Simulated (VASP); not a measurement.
# Zr (Fm-3m) in VASP: notebook, part 2 of 2

VASP 6.6.1. Earlier steps stand in the parts before.

### 5 Single point, PBEsol+D4, collinear spin, ferromagnetic start (volume scaled by 1.04)

File INCAR:

```
PREC = Accurate
ENCUT = 520
EDIFF = 1E-6
ISMEAR = -1
SIGMA = 0.01
LREAL = F
LASPH = T
NELM = 150
ALGO = Normal
ISIF = 2
LWAVE = F
LCHARG = F
ISPIN = 2
MAGMOM = 1
LORBIT = 11
NUPDOWN = 1.0
LMAXMIX = 4
GGA = PS
IVDW = 13
NBANDS = 16
```

File KPOINTS:

```
Automatic mesh
0
Gamma
  10 10 10
```

File POSCAR:

```
Zr
1.0
    0.0000000000      2.2846744556      2.2846744556
    2.2846744556      0.0000000000      2.2846744556
    2.2846744556      2.2846744556      0.0000000000
Zr
1
Direct
    0.0000000000      0.0000000000      0.0000000000
```

Potentials or basis: VASP PAW PBE potentials, release 64 (Zr_sv).

On the command line:

```bash
$ cat potpaw_PBE.64/Zr_sv/POTCAR > POTCAR
$ mpirun -np 1 vasp_std > vasp.out
```

OUTCAR:

```text
PREC = Accurate
   ENCUT = 520
   EDIFF = 1E-6
   ISMEAR = -1
   LREAL = F
   LASPH = T
   NELM = 150
   ISIF = 2
   ISPIN = 2
   LORBIT = 11
   NUPDOWN = 1.0
   GGA = PS
   IVDW = 13

 ion  position               nearest neighbor table
   1  0.000  0.000  0.000-

  LATTYP: Found a face centered cubic cell.
 ALAT       =     4.5693489112

  Lattice vectors:

 A1 = (   0.0000000000,   2.2846744556,   2.2846744556)
 A2 = (   2.2846744556,   0.0000000000,   2.2846744556)
[... 1122 lines left out ...]
  --------------------------------------------------------------------------------------
  -------------------------------------------------------------------------------------
  Total      -0.64271    -0.64271    -0.64271     0.00000     0.00000    -0.00000
  in kB     -43.17395   -43.17395   -43.17395     0.00000     0.00000    -0.00000
  external pressure =      -43.17 kB  Pullay stress =        0.00 kB

 VOLUME and BASIS-vectors are now :
 -----------------------------------------------------------------------------
  energy-cutoff  :      520.00
  volume of cell :       23.85
      direct lattice vectors                 reciprocal lattice vectors
     0.000000000  2.284674456  2.284674456    -0.218849560  0.218849560  0.218849560
     2.284674456  0.000000000  2.284674456     0.218849560 -0.218849560  0.218849560
     2.284674456  2.284674456  0.000000000     0.218849560  0.218849560 -0.218849560

 POSITION                                       TOTAL-FORCE (eV/Angst)
 -----------------------------------------------------------------------------------
      0.00000      0.00000      0.00000         0.000000      0.000000      0.000000
 -----------------------------------------------------------------------------------
    total drift:                               -0.000000      0.000000      0.000000

  FREE ENERGIE OF THE ION-ELECTRON SYSTEM (eV)
  ---------------------------------------------------
  free  energy   TOTEN  =        -8.9827969640 eV

  energy  without entropy=       -8.9824097883  energy(sigma->0) =       -8.98260338

 total charge

# of ion       s       p       d       tot
------------------------------------------
    1        2.230   5.954   1.619   9.803

 magnetization (x)

# of ion       s       p       d       tot
------------------------------------------
    1        0.009   0.044   0.489   0.543
```

OSZICAR:

```text
N       E                     dE             d eps       ncg     rms          rms(c)
DAV:   1     0.839857563157E+02    0.83986E+02   -0.62745E+03  3032   0.715E+02
DAV:   2    -0.654104528978E+01   -0.90527E+02   -0.87075E+02  3928   0.218E+02
DAV:   3    -0.912810828633E+01   -0.25871E+01   -0.25649E+01  4016   0.310E+01
DAV:   4    -0.916566403810E+01   -0.37556E-01   -0.37542E-01  3928   0.329E+00
DAV:   5    -0.916663970438E+01   -0.97567E-03   -0.97566E-03  3976   0.357E-01    0.103E+01
DAV:   6    -0.891649668348E+01    0.25014E+00   -0.33812E-01  3488   0.429E+00    0.412E+00
DAV:   7    -0.885486167849E+01    0.61635E-01   -0.14835E-01  3672   0.295E+00    0.138E+00
DAV:   8    -0.886445728705E+01   -0.95956E-02   -0.19913E-02  3632   0.112E+00    0.916E-01
DAV:   9    -0.886517513560E+01   -0.71785E-03   -0.11890E-03  3696   0.297E-01    0.349E-01
DAV:  10    -0.886559044432E+01   -0.41531E-03   -0.14047E-03  3296   0.332E-01    0.304E-02
DAV:  11    -0.886560480376E+01   -0.14359E-04   -0.55882E-05  3768   0.583E-02    0.792E-03
DAV:  12    -0.886560363345E+01    0.11703E-05   -0.21165E-06  3784   0.109E-02    0.564E-03
DAV:  13    -0.886560369980E+01   -0.66351E-07   -0.63912E-07  2208   0.635E-03
   1 F= -.89827970E+01 E0= -.89826034E+01  d E =-.387176E-03  mag=     1.0000
```

It took 14 s on 1 thread of Intel Xeon Platinum 8488C (Sapphire Rapids), shared host; peak memory 0.16 GiB.

Results:

```yaml
Free_energy: -8.9828 eV
Pressure: -4.3 GPa
Net_moment: 1.00 μB per cell
Site_moments: Zr +0.54 μB
Valence_electrons_inside_the_program's_atomic_spheres: Zr 9.80
Dispersion_energy_per_atom: -0.117 eV
```

Caveat: the PAW data sets were made with another functional, which shifts forces and pressure a little; the total moment is fixed, so each spin has its own Fermi level.

### 6 Single point, PBEsol+D4, collinear spin, ferromagnetic start (volume scaled by 1.06)

File INCAR:

```
PREC = Accurate ; ENCUT = 520
EDIFF = 1E-6 ; ISMEAR = -1
SIGMA = 0.01 ; LREAL = F
LASPH = T ; NELM = 150
ALGO = Normal ; ISIF = 2
LWAVE = F ; LCHARG = T
ISPIN = 2 ; MAGMOM = 1
LORBIT = 11 ; NUPDOWN = 1.0
LMAXMIX = 4 ; GGA = PS
IVDW = 13 ; LELF = T
LVHAR = T ; NBANDS = 16
```

File KPOINTS:

```
regular mesh
0
Gamma
  10 10 10
```

File POSCAR:

```
Zr
1.0
    0.0000000000      2.2992269146      2.2992269146
    2.2992269146      0.0000000000      2.2992269146
    2.2992269146      2.2992269146      0.0000000000
Zr
1
Direct
    0.0000000000      0.0000000000      0.0000000000
```

Potentials or basis: VASP PAW PBE potentials, release 64 (Zr_sv).

On the command line:

```bash
$ cat potpaw_PBE.64/Zr_sv/POTCAR > POTCAR
$ mpirun -np 1 vasp_std > vasp.out
```

It took 15 s on 1 thread of Intel Xeon Platinum 8488C (Sapphire Rapids), shared host; peak memory 0.16 GiB.

Results (log left out):

| Property | Result |
| --- | --- |
| Free energy | -8.9684 eV |
| Pressure | -5.8 GPa |
| Net moment | 1.00 μB per cell |
| Site moments | Zr +0.54 μB |
| Valence electrons inside the program's atomic spheres | Zr 9.78 |
| Dispersion energy per atom | -0.115 eV |

Caveat: the PAW data sets were made with another functional, which shifts forces and pressure a little; the total moment is fixed, so each spin has its own Fermi level.

### 7 Summary

```csv
cell,pressure (GPa),moment (μB)
"a = 3.168 Å, angles 60.0°, 1 atom",1.2,1.00
"a = 3.189 Å, angles 60.0°, 1 atom",-0.9,1.00
"a = 3.210 Å, angles 60.0°, 1 atom",-2.7,1.00
"a = 3.231 Å, angles 60.0°, 1 atom",-4.3,1.00
"a = 3.252 Å, angles 60.0°, 1 atom",-5.8,1.00
```

Alike in all rows: task single point; level PBEsol+D4; potentials or basis VASP PAW PBE potentials, release 64 (Zr_sv); spin collinear, ferromagnetic start; fixed moment (μB) 1.0; k mesh 10 × 10 × 10; cutoff (eV) 520; smearing fermi-dirac 0.01 eV.

Caveats: the PAW data sets were made with another functional, which shifts forces and pressure a little; the total moment is fixed, so each spin has its own Fermi level.

Total energies depend on the potentials used, so only differences within one code and one set of settings carry meaning.
